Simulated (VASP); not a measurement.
W:

```
W
1.0
    -1.58234    1.58234    1.58234
     1.58234   -1.58234    1.58234
     1.58234    1.58234   -1.58234
W
1
Direct
  0.00000 0.00000 0.00000
```

| Quantity | Value |
| --- | --- |
| Program | VASP 6.6.1 |
| Task | relaxation of cell and atoms |
| Functional | revPBE |
| Potentials or basis | VASP PAW PBE potentials, release 64 (W_sv) |
| Cutoff | 600 eV |
| k mesh | 12 × 12 × 12 |
| Occupations | fermi-dirac, width 0.05 eV |
| Spin | no spin polarisation |

At the start: pressure 9.2 GPa; volume 15.85 Å³/atom.

Task: How do energy, volume and symmetry change on relaxing?

Result: Over 4 steps the energy falls by 13.3 meV/atom and the volume is 16.32 Å³/atom (+3.0 %); space group Im-3m (No. 229, to 0.05 Å).

The path:
| step | energy change (eV) | largest force (eV/Å) | pressure (GPa) | volume (Å³) |
| --- | --- | --- | --- | --- |
| 1 | 0.0000 | 0.0000 | 9.24 | 15.85 |
| 2 | 0.1283 | 0.0000 | -24.18 | 18.04 |
| 3 | -0.0132 | 0.0000 | -0.34 | 16.34 |
| 4 | -0.0133 | 0.0000 | -0.02 | 16.32 |

Final structure:
```
CELL_PARAMETERS angstrom
-1.59794 1.59794 1.59794
1.59794 -1.59794 1.59794
1.59794 1.59794 -1.59794
ATOMIC_POSITIONS crystal
W 0.00000 0.00000 0.00000
```

Caveat: the PAW data sets were made with another functional, which shifts forces and pressure a little.
